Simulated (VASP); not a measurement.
Input of a VASP 6.6.1 run:

INCAR

```
ALGO = Normal
EDIFF = 1E-6
ENCUT = 600
GGA = CA
GGA_COMPAT = F
ISIF = 2
ISMEAR = -1
ISPIN = 2
LASPH = T
LCHARG = F
LMAXMIX = 6
LORBIT = 11
LREAL = F
LWAVE = F
MAGMOM = 7 0
NBANDS = 26
NELM = 200
PREC = Accurate
SIGMA = 0.03
```

The input KPOINTS:

```
k-points
0
Gamma
  12 12 12
```

The input POSCAR:

```
GdIn
1.0
    3.8300000000      0.0000000000      0.0000000000
    0.0000000000      3.8300000000      0.0000000000
    0.0000000000      0.0000000000      3.8300000000
Gd In
1 1
Direct
    0.0000000000      0.0000000000      0.0000000000
    0.5000000000      0.5000000000      0.5000000000
```

Potentials or basis: VASP PAW PBE potentials, release 64 (Gd, In_d).

Launch:

```sh
$ cat potpaw_PBE.64/Gd/POTCAR potpaw_PBE.64/In_d/POTCAR > POTCAR
$ mpirun -np 1 vasp_std > vasp.out
```

**Question.** What does it give for the net moment?

**Answer.** 7.10 μB per cell.

**Question.** Estimate the pressure.

**Answer.** -5.3 GPa.

Caveat: the cell stands under tension; the PAW data sets were made with another functional, which shifts forces and pressure a little. The state reached can hang on the start; a lower one may exist.
